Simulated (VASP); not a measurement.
## BP: single point with PBEsol

The system is BP.

```
CELL_PARAMETERS angstrom
0.00000 2.26900 2.26900
2.26900 0.00000 2.26900
2.26900 2.26900 0.00000
ATOMIC_POSITIONS crystal
B 0.00000 0.00000 0.00000
P 0.75000 0.75000 0.75000
```

| Item | Value |
| --- | --- |
| Program | VASP 6.6.1 |
| Task | single point |
| Functional | PBEsol |
| Potentials or basis | VASP PAW PBE potentials, release 64 (B, P) |
| Cutoff | 500 eV |
| k mesh | 8 × 8 × 8 |
| Occupations | gaussian, width 0.01 eV |
| Spin | no spin polarisation |
| Dipole correction | no |
| Further INCAR settings | ALGO = Normal; EDIFF = 1e-06; NBANDS = 11 |

- Pressure: -1.8 GPa
- Band gap on the k mesh: 1.16 eV (least direct gap 3.36 eV)

Levels at points of the mesh, in eV from the valence-band top:
| k point | band 2 | band 3 | band 4 | band 5 | band 6 | band 7 |
| --- | --- | --- | --- | --- | --- | --- |
| (0.00, 0.00, 0.00) | 0.00 | 0.00 | 0.00 | 3.36 | 3.36 | 3.36 |
| (0.50, 0.00, 0.00) | -9.10 | -1.77 | -1.77 | 3.73 | 4.65 | 4.65 |
| (0.50, 0.50, 0.00) | -8.60 | -4.15 | -4.15 | 1.23 | 1.52 | 12.10 |

Wall time 9.1 s on 1 thread of Intel(R) Xeon(R) Platinum 8259CL CPU @ 2.50GHz (Skylake/Cascade Lake), on a shared host, peak memory 0.13 GiB.

Caveat: the PAW data sets were made with another functional, which shifts forces and pressure a little. As with any semilocal functional, this PBEsol gap is likely too small.
